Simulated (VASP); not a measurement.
Wanted: the native input for a VASP 6.6.1 run.

| Item | Value |
| --- | --- |
| Task | single point |
| Functional | r2SCAN |
| Potentials or basis | VASP PAW PBE potentials, release 64 (Cs_sv, H) |
| Cutoff | 520 eV |
| k mesh | 6 × 6 × 6 |
| Occupations | gaussian, width 0.01 eV |
| Spin | no spin polarisation |
| Dipole correction | no |
| Further INCAR settings | ALGO = Normal; EDIFF = 1e-06; NBANDS = 12 |

CsH:

```
Cs H
1.0
     0.00000    3.18920    3.18920
     3.18920    0.00000    3.18920
     3.18920    3.18920    0.00000
Cs H
1 1
Direct
  0.00000 0.00000 0.00000
  0.50000 0.50000 0.50000
```

These files were run (other wordings do the same):

POSCAR

```
CsH
1.0
    0.0000000000      3.1892011639      3.1892011639
    3.1892011639      0.0000000000      3.1892011639
    3.1892011639      3.1892011639      0.0000000000
Cs H
1 1
Direct
    0.0000000000      0.0000000000      0.0000000000
    0.5000000000      0.5000000000      0.5000000000
```

INCAR.step1

```
  ALGO = Normal
  EDIFF = 1E-4
  ENCUT = 520
  GGA = PE
  ISMEAR = 0
  LASPH = T
  LCHARG = F
  LREAL = F
  LWAVE = T
  NBANDS = 12
  NELM = 80
  PREC = Accurate
  SIGMA = 0.01
```

INCAR.step2

```
  ALGO = Normal
  EDIFF = 1E-6
  ENCUT = 520
  ISIF = 2
  ISMEAR = 0
  ISTART = 1
  LASPH = T
  LCHARG = F
  LMIXTAU = T
  LREAL = F
  LWAVE = F
  METAGGA = R2SCAN
  NBANDS = 12
  NELM = 80
  PREC = Accurate
  SIGMA = 0.01
```

KPOINTS

```
k-points
0
Gamma
  6 6 6
```

Potentials or basis: VASP PAW PBE potentials, release 64 (Cs_sv, H).

Command:

```bash
$ cat potpaw_PBE.64/Cs_sv/POTCAR potpaw_PBE.64/H/POTCAR > POTCAR
$ cp INCAR.step1 INCAR
$ mpirun -np 1 vasp_std > vasp.out
$ cp INCAR.step2 INCAR
$ mpirun -np 1 vasp_std > vasp.out
```

Results of the run:

```
Pressure               : 0.0 GPa
Band gap on the k mesh : 2.66 eV
```

Caveat: the PAW data sets were made with another functional, which shifts forces and pressure a little; spin-orbit coupling is left out, which moves the levels of the heavy elements.

Wall time 78 s on 1 thread of Intel Xeon 8259CL, on a shared host, peak memory 0.21 GiB.
